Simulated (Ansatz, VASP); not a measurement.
## TiO2 in VASP and in Ansatz

```
CELL_PARAMETERS angstrom
5.14900 0.00000 0.00000
0.00000 9.17500 0.00000
0.00000 0.00000 5.45900
ATOMIC_POSITIONS crystal
Ti 0.13730 0.12900 0.90150
Ti 0.63730 0.37100 0.09850
Ti 0.86270 0.62900 0.59850
Ti 0.36270 0.87100 0.40150
Ti 0.86270 0.87100 0.09850
Ti 0.36270 0.62900 0.90150
Ti 0.13730 0.37100 0.40150
Ti 0.63730 0.12900 0.59850
O 0.81680 0.00960 0.85100
O 0.31680 0.49040 0.14900
O 0.18320 0.50960 0.64900
O 0.68320 0.99040 0.35100
O 0.18320 0.99040 0.14900
O 0.68320 0.50960 0.85100
O 0.81680 0.49040 0.35100
O 0.31680 0.00960 0.64900
O 0.46420 0.23120 0.88820
O 0.96420 0.26880 0.11180
O 0.53580 0.73120 0.61180
O 0.03580 0.76880 0.38820
O 0.53580 0.76880 0.11180
O 0.03580 0.73120 0.88820
O 0.46420 0.26880 0.38820
O 0.96420 0.23120 0.61180
```

Alike in both runs: task electric field gradients; functional PBE; k mesh 4 × 3 × 4; occupations fermi-dirac, width 0.02 eV; no spin polarisation.

|  | VASP | Ansatz |
| --- | --- | --- |
| version | VASP 6.6.1 | Ansatz 0.2.0 |
| potentials or method | VASP PAW PBE potentials, release 64 (Ti_sv, O) | plane-wave PAW, scalar-relativistic |
| plane-wave cutoff (eV) | 520 | 420 |
| valence electrons in the cell | 192 | 192 |

VASP gave:

```
gap on the k mesh at the Fermi level (eV)                     : 2.25
pressure (GPa)                                                : 4.8
traceless stress, the component that is largest in VASP (GPa) : -0.14
rms of the force components (eV/Å)                            : 0.055
size of Vzz on the site where it differs most (V/Å²)          : 18.4
```

Question: Estimate Ansatz's values.

Answer: gap on the k mesh at the Fermi level (eV): 2.27; pressure (GPa): 4.1; traceless stress, the component that is largest in VASP (GPa): -0.19; rms of the force components (eV/Å): 0.053; size of Vzz on the site where it differs most (V/Å²): 20.8.

Atom by atom the forces differ by 0.018 eV/Å (rms over components). With one functional, cell and mesh, what is left measures potentials, basis and numerics.
